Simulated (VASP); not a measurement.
Wanted: the native input for a VASP 6.6.1 run.

* Task: single point
* Functional: PBEsol
* Potentials or basis: VASP PAW PBE potentials, release 64 (Ta_pv, Na_pv)
* Cutoff: 520 eV
* k mesh: 6 × 6 × 1
* Occupations: gaussian, width 0.1 eV
* Spin: no spin polarisation
* Dipole correction: yes
* Further INCAR settings: ALGO = Normal; EDIFF = 1e-06; NBANDS = 46

The structure of NaTa6 lies in POSCAR:

```
NaTa6
1.0
    4.6393552080      0.0000000000      0.0000000000
   -2.3196776040      4.0177994673      0.0000000000
    0.0000000000      0.0000000000     19.9442140487
Ta Na
6 1
Direct
    0.6666666667      0.3333333333      0.2005594199
    0.3333333333      0.6666666667      0.2480420840
    0.0000000000      0.0000000000      0.2955247481
    0.6666666667      0.3333333333      0.3400438158
    0.3333333333      0.6666666667      0.3814862476
    0.0000000000      0.0000000000      0.4233916678
    0.0000000000      0.2222222222      0.5687544043
```

These files were run (other wordings do the same):

INCAR

```
SYSTEM = NaTa6
PREC = Accurate
ENCUT = 520
EDIFF = 1E-6
ISMEAR = 0
SIGMA = 0.1
LREAL = .False.
LASPH = .True.
NELM = 60
ALGO = Normal
ISIF = 2
LWAVE = .False.
LCHARG = .False.
LDIPOL = .True.
IDIPOL = 3
DIPOL = 0.5 0.5 0.351
GGA = PS
NBANDS = 46
```

KPOINTS

```
regular mesh
0
Gamma
  6 6 1
  0 0 0
```

Potentials or basis: VASP PAW PBE potentials, release 64 (Ta_pv, Na_pv).

Command:

```sh
$ cat potpaw_PBE.64/Ta_pv/POTCAR potpaw_PBE.64/Na_pv/POTCAR > POTCAR
$ mpirun -np 1 vasp_std > vasp.out
```

It gave:

```
Largest force          : 1.819 eV/Å
Band gap on the k mesh : zero (an odd number of electrons rules out a gap without spin polarisation)
```

Caveat: the PAW data sets were made with another functional, which shifts forces and pressure a little; spin-orbit coupling is left out, which moves the levels of the heavy elements.

Run time: 5.9 min on 1 thread of AMD EPYC 9R45 96-Core Processor (Zen 5), on a shared host, peak memory 0.59 GiB.
